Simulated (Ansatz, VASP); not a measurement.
WSe2 in VASP and in Ansatz

```xyz
6
Lattice="3.3199 0.0000 0.0000 -1.6600 2.8751 0.0000 0.0000 0.0000 13.7372" Properties=species:S:1:pos:R:3 pbc="T T T"
W     1.6600    0.9584   10.3029
W     0.0000    1.9168    3.4343
Se    0.0000    1.9168   11.9651
Se    1.6600    0.9584    5.0965
Se    0.0000    1.9168    8.6407
Se    1.6600    0.9584    1.7721
```

Alike in both runs: task relaxation of cell and atoms; functional PBE; k mesh 12 × 12 × 2; occupations gaussian, width 0.02 eV; no spin polarisation.

|  | VASP | Ansatz |
| --- | --- | --- |
| version | VASP 6.6.1 | Ansatz 0.2.0 |
| potentials or method | VASP PAW PBE potentials, release 64 (W_sv, Se), cutoff 600 eV | scalar-relativistic, plane waves, PAW |
| valence electrons in the cell | 52 | 92 |

Ansatz gave:

* gap on the k mesh at the Fermi level, each at its own relaxed structure (eV): 1.46
* relaxed volume (Å³/atom): 23.95
* relaxed length of the cell vector where the two differ most in proportion (Å): 15.044

Question: What did VASP give for the same quantities?

Answer: gap on the k mesh at the Fermi level, each at its own relaxed structure (eV): 1.44; relaxed volume (Å³/atom): 23.92; relaxed length of the cell vector where the two differ most in proportion (Å): 15.014.

VASP's potentials hold 52 valence electrons a cell and Ansatz's 92, so a difference there can come from the potentials and not from the codes.

Neither program's run includes spin-orbit coupling.
